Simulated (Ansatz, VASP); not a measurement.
**LiF: VASP beside Ansatz**

INCAR

```
SYSTEM = LiF
  ALGO = Normal
  EDIFF = 1E-6
  ENCUT = 750
  GGA = PE
  GGA_COMPAT = .False.
  ISIF = 2
  ISMEAR = 0
  LASPH = .True.
  LCHARG = .True.
  LELF = .True.
  LREAL = .False.
  LVHAR = .True.
  LWAVE = .False.
  NBANDS = 12
  NELM = 120
  PREC = Accurate
  SIGMA = 0.01
```

File KPOINTS:

```
k-points
0
Gamma
  2 2 2
  0 0 0
```

POSCAR

```
LiF
1.0
    0.0000000000      2.0050000000      2.0050000000
    2.0050000000      0.0000000000      2.0050000000
    2.0050000000      2.0050000000      0.0000000000
Li F
1 1
Direct
    0.0000000000      0.0000000000      0.0000000000
    0.4900249377      0.5099750623      0.5099750623
```

Input for Ansatz:

```yaml
crystal:
  atoms:
  - position: [0.0, 0.0, 0.0]
    symbol: Li
  - position: [0.49002493765586036, 0.5099750623441397, 0.5099750623441397]
    symbol: F
  lattice:
  - [0.0, 2.005, 2.005]
  - [2.005, 0.0, 2.005]
  - [2.005, 2.005, 0.0]
hamiltonian:
  dispersion: none
  pseudopotentials:
    kind: all_electron
    lapw:
      basis_error: 0.025 meV
      muffin_tin_radii: {F: 1.054650181329679, Li: 0.8794925245207859}
    relativity: none
  xc: pbe
kpoints:
  mp_grid:
    grid: [2, 2, 2]
    shift: [0, 0, 0]
magnetization: {spin_polarized: false}
output: {forces: true, stress: true}
scf:
  convergence: {dr2_threshold: 1e-10 eV}
  lower_state_search: 'off'
  max_iter: 200
  occupations: {method: fixed}
```

Alike in both runs: task single point; functional PBE; k mesh 2 × 2 × 2; no spin polarisation.

|  | VASP | Ansatz |
| --- | --- | --- |
| version | VASP 6.6.1 | Ansatz 0.2 development build |
| potentials or method | VASP PAW PBE potentials, release 64 (Li_sv, F), cutoff 750 eV | all-electron full-potential LAPW, non-relativistic |
| occupations | gaussian, width 0.01 eV | fixed |

VASP gave:

| Quantity | Value |
| --- | --- |
| gap on the k mesh at the Fermi level (eV) | 9.04 |
| pressure (GPa) | 8.0 |
| traceless stress, the component that is largest in VASP (GPa) | 0.18 |
| rms of the force components (eV/Å) | 0.028 |

Question: Estimate Ansatz's values.

Answer: gap on the k mesh at the Fermi level (eV): 9.07; pressure (GPa): 8.6; traceless stress, the component that is largest in VASP (GPa): 0.17; rms of the force components (eV/Å): 0.027.

Atom by atom the forces differ by 0.001 eV/Å (rms over components). Ansatz ran all-electron here, and VASP with PAW potentials.

The k mesh is coarse, so the values compare programs but aren't converged.
